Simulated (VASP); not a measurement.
# CdSe (Fm-3m) in VASP: settings compared, part 2 of 2

VASP 6.6.1. The steps go on from the part before.

### Step 5. Relaxation of cell and atoms, HF

This run uses another cell than the first one, of 23.74 Å³/atom, 0.980 times its volume.

POSCAR

```
CdSe
1.0
    0.0000000000      2.8739580000      2.8739580000
    2.8739580000      0.0000000000      2.8739580000
    2.8739580000      2.8739580000      0.0000000000
Cd Se
1 1
Direct
    0.0000000000      0.0000000000      0.0000000000
    0.5000000000      0.5000000000      0.5000000000
```

INCAR.step1

```
ALGO     = Normal         # electronic algorithm
EDIFF    = 1E-5           # SCF threshold, eV
ENCUT    = 600            # plane-wave cutoff, eV
GGA      = PE             # functional
ISMEAR   = -1             # smearing method
LASPH    = True           # aspherical terms in the spheres
LCHARG   = False          # write CHGCAR
LREAL    = False          # projectors in reciprocal space
LWAVE    = True           # write WAVECAR
NBANDS   = 16             # bands
NELM     = 80             # most SCF steps
PREC     = Accurate       # precision mode
SIGMA    = 0.05           # smearing width, eV
```

INCAR.step2

```
AEXX     = 1.0            # exact-exchange fraction
AGGAC    = 0.0          
ALDAC    = 0.0          
ALGO     = Normal         # electronic algorithm
EDIFF    = 1E-6           # SCF threshold, eV
EDIFFG   = -0.01          # ionic threshold
ENCUT    = 600            # plane-wave cutoff, eV
GGA      = PE             # functional
IBRION   = 2              # ionic algorithm
ISIF     = 3              # what is computed and relaxed
ISMEAR   = -1             # smearing method
ISTART   = 1            
LASPH    = True           # aspherical terms in the spheres
LCHARG   = False          # write CHGCAR
LHFCALC  = True           # exact exchange
LREAL    = False          # projectors in reciprocal space
LWAVE    = False          # write WAVECAR
NELM     = 80             # most SCF steps
NSW      = 60             # ionic steps
PREC     = Accurate       # precision mode
PRECFOCK = Normal       
SIGMA    = 0.05           # smearing width, eV
```

KPOINTS

```
k-points
0
Gamma
  4 4 4
```

Potentials or basis: VASP PAW PBE potentials, release 64 (Cd, Se).

Launch:

```bash
> cat potpaw_PBE.64/Cd/POTCAR potpaw_PBE.64/Se/POTCAR > POTCAR
> cp INCAR.step1 INCAR
> mpirun -np 1 vasp_std > vasp.out
> cp INCAR.step2 INCAR
> mpirun -np 1 vasp_std > vasp.out
```

OUTCAR:

```text
AEXX = 1.0
   EDIFF = 1E-6
   EDIFFG = -0.01
   ENCUT = 600
   GGA = PE
   IBRION = 2
   ISIF = 3
   ISMEAR = -1
   ISTART = 1
   LASPH = True
   LHFCALC = True
   LREAL = False
   NELM = 80
   NSW = 60
   PREC = Accurate
   PRECFOCK = Normal

 ion  position               nearest neighbor table
   1  0.000  0.000  0.000-   2 2.87   2 2.87   2 2.87   2 2.87   2 2.87   2 2.87
   2  0.500  0.500  0.500-   1 2.87   1 2.87   1 2.87   1 2.87   1 2.87   1 2.87

  LATTYP: Found a face centered cubic cell.
 ALAT       =     5.7479160000

  Lattice vectors:

 A1 = (   0.0000000000,   2.8739580000,   2.8739580000)
 A2 = (   2.8739580000,   0.0000000000,   2.8739580000)
 A3 = (   2.8739580000,   2.8739580000,   0.0000000000)

[... 173 lines left out ...]
  Total        0.9799669      0.9799669      0.9799669      0.0000000      0.0000000     -0.0000000
  in kB       33.0712604     33.0712604     33.0712604      0.0000000      0.0000000     -0.0000000
  external PRESSURE =      33.0712604 kB  Pullay stress =       0.0000000 kB
[... 59 lines left out ...]
--------------------------------------- Ionic step        3  -------------------------------------------

 number of electron      18.0000006 magnetization

 Free energy of the ion-electron system (eV)
  ---------------------------------------------------
  ext. energy  EPLUGINS =         0.00000000
  ---------------------------------------------------
  free energy    TOTEN  =       -11.30530688 eV

  energy without entropy =      -11.30530688  energy(sigma->0) =      -11.30530688

 E-fermi :   0.3127     XC(G=0):   0.0000

 val. band max:       -0.8183725884   @ k =   0.5000   0.0000   0.0000
 cond. band min:       5.7654206030   @ k =   0.5000   0.5000   0.0000
 fundamental gap:      6.5837931914
 Fermi energy:         0.3126751277

 k-point     1 :       0.0000    0.0000    0.0000
  band No.  band energies     occupation
      1     -17.8132      2.00000
      2     -13.8356      2.00000
      3     -13.8356      2.00000
      4     -13.7315      2.00000
      5     -13.7315      2.00000
      6     -13.7315      2.00000
      7      -1.2653      2.00000
      8      -1.2653      2.00000
      9      -1.2653      2.00000
     10       6.5123      0.00000
     11      15.2336      0.00000
     12      15.2336      0.00000
     13      15.2336      0.00000
[... 139 lines left out ...]
  FREE ENERGIE OF THE ION-ELECTRON SYSTEM (eV)
  ---------------------------------------------------
  free  energy   TOTEN  =       -11.3053068799 eV

  energy  without entropy=      -11.3053068799  energy(sigma->0) =      -11.30530688

 reached required accuracy - stopping structural energy minimisation
```

Run time: 56 min. Hardware: 1 thread of Oxide Virtual Turin-like, shared host; peak memory 0.18 GiB.

Results:

```
Free energy                            : -11.3053 eV
Relaxed volume                         : 24.87 Å³/atom
Relaxed cell                           : a = 4.128 Å, b = 4.128 Å, c = 4.128 Å, α = 60.00°, β = 60.00°, γ = 60.00°
Space group after relaxing (to 0.05 Å) : Fm-3m (No. 225)
Energy gained by relaxing              : 11.1 meV/atom
Ionic steps                            : 3
Pressure after relaxing                : 0.0 GPa
Band gap on the k mesh                 : 6.58 eV, indirect (least direct gap 7.78 eV)
```

The path:
| step | energy change (eV) | largest force (eV/Å) | pressure (GPa) | volume (Å³) |
| --- | --- | --- | --- | --- |
| 1 | 0.0000 | 0.0000 | 3.31 | 47.48 |
| 2 | -0.0169 | 0.0000 | -1.39 | 50.92 |
| 3 | -0.0222 | 0.0000 | -0.02 | 49.73 |

Final structure:
```xyz
2
Lattice="0.0000 2.9188 2.9188 2.9188 0.0000 2.9188 2.9188 2.9188 0.0000" Properties=species:S:1:pos:R:3 pbc="T T T"
Cd    0.0000    0.0000    0.0000
Se    2.9188    2.9188    2.9188
```

Caveat: the k points lie up to 0.47 Å⁻¹ apart in the final cell; the PAW data sets were made with another functional, which shifts forces and pressure a little. A k mesh can miss the band edges.

### Step 6. Summary

| task | level | cell | k mesh | cutoff (eV) | grid for exact exchange (PRECFOCK) | pressure (GPa) |
| --- | --- | --- | --- | --- | --- | --- |
| single point | r2SCAN | a = 4.091 Å, angles 60.0°, 2 atoms | 8 × 8 × 8 | 550 | - | -3.0 |
| single point | r2SCAN | a = 4.118 Å, angles 60.0°, 2 atoms | 8 × 8 × 8 | 550 | - | -4.0 |
| single point | r2SCAN | a = 4.144 Å, angles 60.0°, 2 atoms | 8 × 8 × 8 | 550 | - | -4.9 |
| relaxation of cell and atoms | HF | relaxed from a = 4.064 Å, angles 60.0°, 2 atoms | 4 × 4 × 4 | 600 | Normal | 0.0 |

Alike in all rows: potentials or basis VASP PAW PBE potentials, release 64 (Cd, Se); no spin polarisation; smearing fermi-dirac 0.05 eV.

Caveats: some runs use coarse meshes; the PAW data sets were made with another functional, which shifts forces and pressure a little.

Absolute energies hang on the potentials; compare differences alone.
